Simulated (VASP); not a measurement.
# LiCl (a cell with a defect) in VASP: single point with r2SCAN

Aim: the single point of LiCl (a cell with a defect) with r2SCAN.

Everything below comes from runs of VASP 6.6.1. Logs are shortened: lines on timing, memory, paths and dates and some standing lists are left out, and cuts for length are marked.

### 1 The cell of the first run

The cell holds a defect, 62 atoms: a = 10.133 Å, b = 10.133 Å, c = 10.133 Å, α = 90.00°, β = 90.00°, γ = 90.00°.

### 2 Single point, r2SCAN

Input file POSCAR:

```
LiCl
1.0
   10.1327090000      0.0000000000      0.0000000000
    0.0000000000     10.1327090000      0.0000000000
    0.0000000000      0.0000000000     10.1327090000
Cl Li
31 31
Direct
    0.2492440000      0.0059400000      0.0057540000
    0.2483020000      0.0061510000      0.4942750000
    0.2483050000      0.4944500000      0.0055880000
    0.2433740000      0.4951730000      0.4948330000
    0.7510540000      0.0012800000      0.0010900000
    0.7524580000      0.0021270000      0.4986350000
    0.7524730000      0.4987000000      0.0017630000
    0.7599030000      0.4987770000      0.4987290000
    0.0061270000      0.2489740000      0.0056550000
    0.0064630000      0.2481040000      0.4942430000
    0.0016240000      0.7509240000      0.0011410000
    0.0022970000      0.7522540000      0.4984820000
    0.4946850000      0.2479170000      0.0061310000
    0.4953520000      0.2431920000      0.4946900000
    0.4989570000      0.7521430000      0.0018910000
    0.4990660000      0.7595070000      0.4986410000
    0.0061000000      0.0059560000      0.2488800000
    0.0015900000      0.0013770000      0.7506320000
    0.0065170000      0.4944550000      0.2476330000
    0.0024360000      0.4988480000      0.7520810000
    0.4948770000      0.0060240000      0.2477920000
    0.4989890000      0.0021720000      0.7520050000
    0.4949420000      0.4948890000      0.2429450000
    0.4991800000      0.4988110000      0.7592740000
    0.2494230000      0.2491670000      0.7495770000
    0.2492380000      0.7498680000      0.2487730000
    0.2498590000      0.7508370000      0.7504940000
    0.7501290000      0.2491390000      0.2488390000
    0.7510520000      0.2496190000      0.7505650000
    0.7509880000      0.7506500000      0.2493600000
    0.7507910000      0.7506550000      0.7503760000
    0.9998420000      0.9997930000      0.9997540000
    0.0000280000      0.9997910000      0.4999230000
    0.0001470000      0.4999320000      0.9994780000
    0.0007700000      0.5002740000      0.4998690000
    0.5003320000      0.9996690000      0.9993290000
    0.5004000000      0.0004100000      0.4998480000
    0.5003170000      0.4998040000      0.0001490000
    0.2520320000      0.2516090000      0.9778900000
    0.2566460000      0.2564070000      0.5206470000
    0.2517540000      0.7478060000      0.9968780000
    0.2562860000      0.7426860000      0.5015330000
    0.7477240000      0.2513830000      0.9969570000
    0.7430330000      0.2561780000      0.5018480000
    0.7484660000      0.7480680000      0.9987090000
    0.7435560000      0.7432920000      0.5009750000
    0.2520830000      0.9781920000      0.2515960000
    0.2516880000      0.9971870000      0.7474040000
    0.2560930000      0.5209360000      0.2559140000
    0.2566180000      0.5020440000      0.7427510000
    0.7480450000      0.9971500000      0.2511680000
    0.7485090000      0.9990550000      0.7480810000
    0.7421670000      0.5019050000      0.2561710000
    0.7438120000      0.5010570000      0.7432410000
    0.9784670000      0.2517480000      0.2515080000
    0.9975610000      0.2514330000      0.7471990000
    0.9973840000      0.7473200000      0.2510540000
    0.9992900000      0.7482390000      0.7480800000
    0.5213020000      0.2560690000      0.2559140000
    0.5023540000      0.2562460000      0.7421530000
    0.5021810000      0.7427830000      0.2559020000
    0.5013340000      0.7430030000      0.7429360000
```

Input file INCAR.step1:

```
PREC     = Accurate       # precision mode
ENCUT    = 720            # plane-wave cutoff, eV
ISMEAR   = -1             # smearing method
SIGMA    = 0.05           # smearing width, eV
LREAL    = Auto         
LASPH    = T              # aspherical terms in the spheres
NELM     = 120            # most SCF steps
ISYM     = 0            
NBANDS   = 192            # bands
GGA      = PE             # functional
ALGO     = Normal         # electronic algorithm
EDIFF    = 1E-5           # SCF threshold, eV
LWAVE    = T              # write WAVECAR
LCHARG   = F              # write CHGCAR
GGA_COMPAT= F            
NCORE    = 4
```

Input file INCAR.step2:

```
PREC     = Accurate       # precision mode
ENCUT    = 720            # plane-wave cutoff, eV
EDIFF    = 1E-6           # SCF threshold, eV
ISMEAR   = -1             # smearing method
SIGMA    = 0.05           # smearing width, eV
LREAL    = Auto         
LASPH    = T              # aspherical terms in the spheres
NELM     = 120            # most SCF steps
ALGO     = Normal         # electronic algorithm
ISIF     = 2              # what is computed and relaxed
LWAVE    = F              # write WAVECAR
LCHARG   = F              # write CHGCAR
METAGGA  = R2SCAN         # meta-GGA
LMIXTAU  = T            
ISYM     = 0            
NBANDS   = 192            # bands
ISTART   = 1            
GGA_COMPAT= F            
NCORE    = 4
```

Input file KPOINTS:

```
Automatic mesh
0
Gamma
  1 1 1
  0.25 0.25 0.25
```

Potentials or basis: VASP PAW PBE potentials, release 64 (Cl, Li_sv).

Launch:

```bash
> cat potpaw_PBE.64/Cl/POTCAR potpaw_PBE.64/Li_sv/POTCAR > POTCAR
> cp INCAR.step1 INCAR
> mpirun -np 4 vasp_std > vasp.out
> cp INCAR.step2 INCAR
> mpirun -np 4 vasp_std > vasp.out
```

OUTCAR:

```text
PREC = Accurate
   ENCUT = 720
   EDIFF = 1E-6
   ISMEAR = -1
   LREAL = Auto
   LASPH = T
   NELM = 120
   ISIF = 2
   METAGGA = R2SCAN
   ISYM = 0
   ISTART = 1

 ion  position               nearest neighbor table
   1  0.249  0.006  0.006-  39 2.51  47 2.51  32 2.53  36 2.55  41 2.62  48 2.62
   2  0.248  0.006  0.494-  47 2.48  33 2.52  40 2.55  37 2.56  48 2.57
   3  0.248  0.494  0.006-  39 2.48  34 2.52  49 2.55  38 2.55  41 2.57
   4  0.243  0.495  0.495-  40 2.44  49 2.44  35 2.46  42 2.51  50 2.52
   5  0.751  0.001  0.001-  32 2.52  51 2.53  43 2.53  36 2.54  52 2.56  45 2.57
   6  0.752  0.002  0.499-  51 2.51  33 2.51  52 2.53  37 2.55  44 2.58  46 2.62
   7  0.752  0.499  0.002-  43 2.51  34 2.51  45 2.53  38 2.56  53 2.58  54 2.62
   8  0.760  0.499  0.499-  35 2.44  44 2.46  53 2.46  54 2.48  46 2.48
   9  0.006  0.249  0.006-  55 2.51  39 2.51  32 2.53  34 2.54  43 2.62  56 2.62
  10  0.006  0.248  0.494-  55 2.48  33 2.52  40 2.55  35 2.56  56 2.56
  11  0.002  0.751  0.001-  32 2.52  57 2.53  41 2.54  34 2.54  58 2.56  45 2.57
  12  0.002  0.752  0.498-  57 2.51  33 2.51  58 2.53  35 2.55  42 2.58  46 2.62
  13  0.495  0.248  0.006-  39 2.48  36 2.52  59 2.55  38 2.55  43 2.57
  14  0.495  0.243  0.495-  40 2.44  59 2.44  37 2.46  60 2.51  44 2.51
  15  0.499  0.752  0.002-  41 2.51  36 2.51  45 2.53  38 2.56  61 2.58  62 2.63
  16  0.499  0.760  0.499-  37 2.44  61 2.47  42 2.47  62 2.48  46 2.48
  17  0.006  0.006  0.249-  55 2.51  47 2.51  32 2.53  33 2.55  51 2.62  57 2.62
[... 31 lines left out ...]
  49  0.256  0.521  0.256-  26 2.32  23 2.44   4 2.44  19 2.54   3 2.55
  50  0.257  0.502  0.743-  24 2.46   4 2.52  27 2.52  25 2.56  20 2.58
  51  0.748  0.997  0.251-  30 2.50   6 2.51   5 2.53  28 2.55  21 2.57  17 2.62
  52  0.749  0.999  0.748-  31 2.52   6 2.53  22 2.53  29 2.54   5 2.56  18 2.56
  53  0.742  0.502  0.256-   8 2.46  23 2.51  30 2.52  28 2.56   7 2.58
  54  0.744  0.501  0.743-   8 2.48  24 2.48  31 2.53  29 2.55   7 2.62  20 2.62
  55  0.978  0.252  0.252-  28 2.31  19 2.48  10 2.48  17 2.51   9 2.51
  56  0.998  0.251  0.747-  29 2.50  20 2.51  18 2.53  25 2.55  10 2.56   9 2.62
  57  0.997  0.747  0.251-  30 2.50  12 2.51  11 2.53  26 2.55  19 2.56  17 2.62
  58  0.999  0.748  0.748-  31 2.52  20 2.53  12 2.53  27 2.54  11 2.56  18 2.57
  59  0.521  0.256  0.256-  28 2.32  14 2.44  23 2.44  13 2.55  21 2.55
  60  0.502  0.256  0.742-  24 2.46  14 2.51  29 2.52  25 2.56  22 2.58
  61  0.502  0.743  0.256-  16 2.47  23 2.52  30 2.52  26 2.57  15 2.58
  62  0.501  0.743  0.743-  24 2.48  16 2.48  31 2.53  27 2.55  15 2.63  22 2.63

IMPORTANT INFORMATION: All symmetrisations will be switched off!
NOSYMM: (Re-)initialisation of all symmetry stuff for point group C_1.

----------------------------------------------------------------------------------------

                                     Primitive cell

  volume of cell :    1040.3434

  direct lattice vectors                    reciprocal lattice vectors
    10.132709000  0.000000000  0.000000000     0.098690291  0.000000000  0.000000000
     0.000000000 10.132709000  0.000000000     0.000000000  0.098690291  0.000000000
[... 201 lines left out ...]
   IALGO  =     38    algorithm
   IMIX   =      4    mixing-type and parameters
     AMIX     =   0.40;   BMIX     =  1.00
     AMIX_MAG =   1.60;   BMIX_MAG =  1.00
  volume/ion in A,a.u.               =      16.78       113.24
  Fermi-wavevector in a.u.,A,eV,Ry     =   1.093461  2.066341 16.267890  1.195656
  Thomas-Fermi vector in A             =   2.229746
   LORBIT       =      0    0 simple, 1 ext, 2 COOP (PROOUT), +10 PAW based schemes
   METAGGA = R2SCAN    functional components
   LHFCALC =     F    Hartree Fock is set to
   AEXX    =    0.0000 exact exchange contribution
   IVDW    =     0    specifies the selected vdW correction
   LEPSILON=     F    determine dielectric tensor
   LRPA    =     F    only Hartree local field effects (RPA)
 non-spin polarized calculation
  energy-cutoff  :      720.00
  volume of cell :     1040.34
 maximum number of plane-waves:     45665
 NGX is ok and might be reduce to    90
   NGX = 45   NGY = 45   NGZ = 45

 number of electron     309.9999979 magnetization

 Free energy of the ion-electron system (eV)
  ---------------------------------------------------
  ext. energy  EPLUGINS =         0.00000000
  ---------------------------------------------------
  free energy    TOTEN  =      -388.98454259 eV

  energy without entropy =     -388.98454259  energy(sigma->0) =     -388.98454259

 E-fermi :   1.6942     XC(G=0):  -9.1454

 val. band max:        0.2996769017   @ k =  -0.2500  -0.2500   0.2500
 cond. band min:       6.0266725880   @ k =   0.2500   0.2500   0.2500
 fundamental gap:      5.7269956863
 Fermi energy:         1.6941873251

 k-point     1 :       0.2500    0.2500    0.2500
  band No.  band energies     occupation
      1     -44.7102      2.00000
      2     -44.7091      2.00000
      3     -44.7081      2.00000
      4     -44.6376      2.00000
      5     -44.6369      2.00000
      6     -44.6363      2.00000
[... 669 lines left out ...]
    166       8.9947      0.00000
    167       9.1052      0.00000
 [bands above 167 left out]

------------------------ aborting loop because EDIFF is reached ----------------------------------------

  FORCE on cell =-STRESS in cart. coord.  units (eV):
  Direction    XX          YY          ZZ          XY          YZ          ZX
  --------------------------------------------------------------------------------------
  -------------------------------------------------------------------------------------
  Total        3.7583360      3.7906391      3.7767465      0.1330921      0.1172660      0.1396797
  in kB        5.7880128      5.8377609      5.8163657      0.2049681      0.1805951      0.2151132
  external PRESSURE =       5.8140465 kB  Pullay stress =       0.0000000 kB

 VOLUME and BASIS-vectors are now :
 -----------------------------------------------------------------------------
  energy-cutoff  :      720.00
  volume of cell :     1040.34
      direct lattice vectors                 reciprocal lattice vectors
    10.132709000  0.000000000  0.000000000     0.098690291  0.000000000  0.000000000
     0.000000000 10.132709000  0.000000000     0.000000000  0.098690291  0.000000000
     0.000000000  0.000000000 10.132709000     0.000000000  0.000000000  0.098690291

 POSITION                                       TOTAL-FORCE (eV/Angst)
 -----------------------------------------------------------------------------------
      2.52552      0.06019      0.05830         0.009080     -0.005036     -0.006932
      2.51597      0.06233      5.00834         0.005245      0.001472     -0.007213
      2.51600      5.01012      0.05662         0.004753     -0.003330      0.003881
      2.46604      5.01744      5.01400         0.016266      0.001890      0.001903
      7.61021      0.01297      0.01104         0.002734      0.000961      0.000273
      7.62444      0.02155      5.05252         0.004978     -0.002330      0.000119
[... 54 lines left out ...]
      5.08845      7.52640      2.59298         0.003781     -0.016198      0.009135
      5.07987      7.52863      7.52795        -0.020677      0.018118      0.019248
 -----------------------------------------------------------------------------------
    total drift:                               -0.124829     -0.041338     -0.013878

  FREE ENERGIE OF THE ION-ELECTRON SYSTEM (eV)
  ---------------------------------------------------
  free  energy   TOTEN  =      -388.9845425915 eV

  energy  without entropy=     -388.9845425915  energy(sigma->0) =     -388.98454259
```

It took 35 min on 4 MPI ranks of Intel Xeon Platinum 8259CL at 2.50GHz (Skylake/Cascade Lake), shared host; peak memory 0.63 GiB.

Results:

* Free energy: -388.9845 eV
* Pressure: 0.6 GPa
* Largest force: 0.050 eV/Å
* Band gap on the k mesh: 5.73 eV

Forces in eV/Å, atoms in the order of the input:
```
Cl   0.009 -0.005 -0.007
Cl   0.005  0.001 -0.007
Cl   0.005 -0.003  0.004
Cl   0.016  0.002  0.002
Cl   0.003  0.001  0.000
Cl   0.005 -0.002  0.000
Cl   0.003  0.004  0.002
Cl  -0.013  0.005 -0.001
Cl  -0.002  0.006 -0.007
Cl   0.002  0.004 -0.005
Cl  -0.002 -0.003 -0.002
Cl   0.000  0.002  0.003
Cl  -0.002  0.005 -0.006
Cl   0.004  0.012  0.001
Cl   0.004  0.003 -0.002
Cl   0.004 -0.013  0.000
Cl  -0.004 -0.005  0.005
Cl   0.000 -0.002  0.000
Cl   0.000 -0.006  0.009
Cl  -0.003  0.001 -0.002
Cl  -0.006 -0.001  0.005
Cl   0.004 -0.002  0.000
Cl   0.008  0.004  0.011
Cl   0.005  0.001 -0.014
Cl   0.007  0.002  0.000
Cl   0.011  0.004  0.007
Cl   0.008 -0.004 -0.007
Cl   0.006  0.008  0.007
Cl  -0.001  0.005 -0.008
Cl  -0.003 -0.009  0.006
Cl   0.002 -0.004 -0.004
Li   0.005  0.000 -0.005
Li   0.003  0.015  0.000
Li   0.003 -0.001  0.006
Li  -0.023  0.007  0.003
Li   0.004 -0.003  0.016
Li   0.001 -0.017 -0.002
Li   0.001  0.004 -0.001
Li  -0.026 -0.020 -0.016
Li  -0.003 -0.012  0.011
Li  -0.037 -0.006  0.013
Li   0.015  0.009 -0.003
Li  -0.010 -0.008  0.011
Li  -0.002  0.017 -0.015
Li   0.016  0.020  0.024
Li   0.004  0.009 -0.020
Li  -0.029 -0.015 -0.023
Li  -0.047  0.003  0.001
Li   0.009  0.038 -0.010
Li   0.003 -0.003 -0.006
Li  -0.021  0.011  0.003
Li   0.014  0.013  0.026
Li   0.000  0.014  0.007
Li  -0.002 -0.026  0.010
Li  -0.016 -0.034 -0.033
Li   0.006 -0.029  0.002
Li   0.010  0.002 -0.008
Li   0.005  0.015  0.021
Li   0.048 -0.005 -0.010
Li   0.010 -0.008 -0.021
Li   0.004 -0.016  0.009
Li  -0.021  0.018  0.019
```

Caveat: the PAW data sets were made with another functional, which shifts forces and pressure a little.
